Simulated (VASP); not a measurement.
# Cr: single point with RPBE

Cr:

```
CELL_PARAMETERS angstrom
2.41885 0.00000 0.00000
0.00000 2.41885 0.00000
0.00000 0.00000 2.41885
ATOMIC_POSITIONS crystal
Cr 0.00000 0.00000 0.00000
```

This cell differs from its parent crystal: volume scaled by 1.08.

- Program: VASP 6.6.1
- Task: single point
- Functional: RPBE
- Potentials or basis: VASP PAW PBE potentials, release 64 (Cr_pv)
- Cutoff: 520 eV
- k mesh: 15 × 15 × 15
- Occupations: fermi-dirac, width 0.1 eV
- Spin: no spin polarisation
- Dipole correction: no
- Further INCAR settings: ALGO = Normal; EDIFF = 1e-06; NBANDS = 12

- Pressure: -11.2 GPa
- Band gap on the k mesh: zero (band 6 reaches 9.43 eV, above the bottom of band 7 at 7.94 eV)

Levels at points of the mesh, in eV from the Fermi level:
```tsv
k point	band 4	band 5	band 6	band 7	band 8	band 9
(0.00, 0.00, 0.00)	-6.96	-2.78	-2.78	2.17	2.17	2.17
```

Run time: 8.4 s on 1 thread of Intel(R) Xeon(R) 6975P-C (Granite Rapids) (shared host), peak memory 0.13 GiB.

Caveat: the PAW data sets were made with another functional, which shifts forces and pressure a little; the run has no spin polarisation, though such a crystal can be magnetic. Spin polarisation is off, so any magnetic state and its effect on volume and gap are missing.
